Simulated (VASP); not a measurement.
GaN, 2 atoms in the cell. It takes space group I-4m2 (No. 119, tetragonal). The conventional cell has a = 3.053 Å, b = 3.053 Å, c = 4.681 Å, α = 90.00°, β = 90.00°, γ = 90.00°. Within 2.6 Å of Ga (site symmetry -4m2) lie 4 N at 1.92 Å. N (site symmetry -4m2) has 4 Ga at 1.92 Å within 2.6 Å.  This cell differs from its parent crystal: epitaxial xy strain -4.0%.

| Property | Result |
| --- | --- |
| Program | VASP 6.6.1 |
| Task | single point |
| Functional | r2SCAN |
| Potentials or basis | VASP PAW PBE potentials, release 64 (Ga_d, N) |
| Cutoff | 520 eV |
| k mesh | 10 × 10 × 10 |
| Occupations | gaussian, width 0.01 eV |
| Spin | non-collinear spin, zero start, spin-orbit coupling |
| Starting moments | [[0.0, 0.0, 0.0], [0.0, 0.0, 0.0]] μB |
| Dipole correction | no |
| Further INCAR settings | ALGO = Normal; EDIFF = 1e-06; NBANDS = 30 |

Potentials or basis: VASP PAW PBE potentials, release 64 (Ga_d, N).

Command:

```sh
$ cat potpaw_PBE.64/Ga_d/POTCAR potpaw_PBE.64/N/POTCAR > POTCAR
$ cp INCAR.step1 INCAR
$ mpirun -np 1 vasp_ncl > vasp.out
$ cp INCAR.step2 INCAR
$ mpirun -np 1 vasp_ncl > vasp.out
```

Hardware: 1 thread of Intel(R) Xeon(R) 6975P-C (Granite Rapids), with other jobs on the host.

Question: Estimate the wall time of this run.

Answer: It took 8.3 min on 1 thread of Intel(R) Xeon(R) 6975P-C (Granite Rapids) (shared host), peak memory 0.32 GiB. Counts: k points 158.
